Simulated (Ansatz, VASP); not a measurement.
# One calculation of Al, two programs

```xyz
1
Lattice="0.0000 2.0200 2.0200 2.0200 0.0000 2.0200 2.0200 2.0200 0.0000" Properties=species:S:1:pos:R:3 pbc="T T T"
Al    0.0000    0.0000    0.0000
```

Alike in both runs: task relaxation of cell and atoms; functional r2SCAN; k mesh 24 × 24 × 24; occupations methfessel-paxton of order 1, width 0.1 eV; no spin polarisation.

|  | VASP | Ansatz |
| --- | --- | --- |
| version | VASP 6.6.1 | Ansatz 0.2.0 |
| potentials or method | VASP PAW PBE potentials, release 64 (Al) | scalar-relativistic, plane waves, PAW |
| plane-wave cutoff (eV) | 600 | 500 |
| valence electrons in the cell | 3 | 3 |

```csv
,VASP,Ansatz,Ansatz less VASP
"gap on the k mesh at the Fermi level, each at its own relaxed structure (eV)",none,none,-
relaxed volume (Å³/atom),15.83,15.89,+0.062
relaxed cell length with the largest relative difference (Å),2.818,2.822,+0.0037
```

VASP's potentials were made for PBE, not for r2SCAN. A gap of «none» marks a metal or a gap that the smearing closes.
